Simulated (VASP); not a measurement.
Wanted: the native input for a VASP 6.6.1 run.

| Quantity | Value |
| --- | --- |
| Task | single point |
| Functional | PBE |
| Potentials or basis | VASP PAW PBE potentials, release 64 (Ni, Sb) |
| Cutoff | 520 eV |
| k mesh | 6 × 6 × 4 |
| Occupations | gaussian, width 0.1 eV |
| Spin | no spin polarisation |
| Dipole correction | no |
| Further INCAR settings | ALGO = Normal; EDIFF = 1e-07; NBANDS = 23 |

The structure of NiSb lies in POSCAR:

```
NiSb
1.0
    3.9399999606      0.0000000000      0.0000000000
   -1.9699999803      3.4121400568      0.0000000000
    0.0000000000      0.0000000000      5.1400000000
Ni Sb
2 2
Direct
    0.0000000000      0.0000000000      0.0000000000
    0.0000000000      0.0000000000      0.5000000000
    0.3333333333      0.6666666667      0.2500000000
    0.6666666667      0.3333333333      0.7500000000
```

These files were run (other wordings do the same):

INCAR

```
ALGO     = Normal         # electronic algorithm
EDIFF    = 1E-7           # SCF threshold, eV
ENCUT    = 520            # plane-wave cutoff, eV
GGA      = PE             # functional
ISIF     = 2              # what is computed and relaxed
ISMEAR   = 0              # smearing method
LASPH    = T              # aspherical terms in the spheres
LCHARG   = F              # write CHGCAR
LREAL    = F              # projectors in reciprocal space
LWAVE    = F              # write WAVECAR
NBANDS   = 23             # bands
NELM     = 100            # most SCF steps
PREC     = Accurate       # precision mode
SIGMA    = 0.1            # smearing width, eV
```

KPOINTS

```
k-points
0
Gamma
  6 6 4
```

Potentials or basis: VASP PAW PBE potentials, release 64 (Ni, Sb).

Command:

```sh
$ cat potpaw_PBE.64/Ni/POTCAR potpaw_PBE.64/Sb/POTCAR > POTCAR
$ mpirun -np 1 vasp_std > vasp.out
```

It gave:

```json
{
 "Pressure": "2.5 GPa",
 "Band gap on the k mesh": "zero (bands 15 and 16 overlap by 3.34 eV)"
}
```

Caveat: spin-orbit coupling is left out, which moves the levels of the heavy elements.

It took 24 s on 1 thread of AMD EPYC 9R45 96-Core Processor (Zen 5) (shared host), peak memory 0.16 GiB.
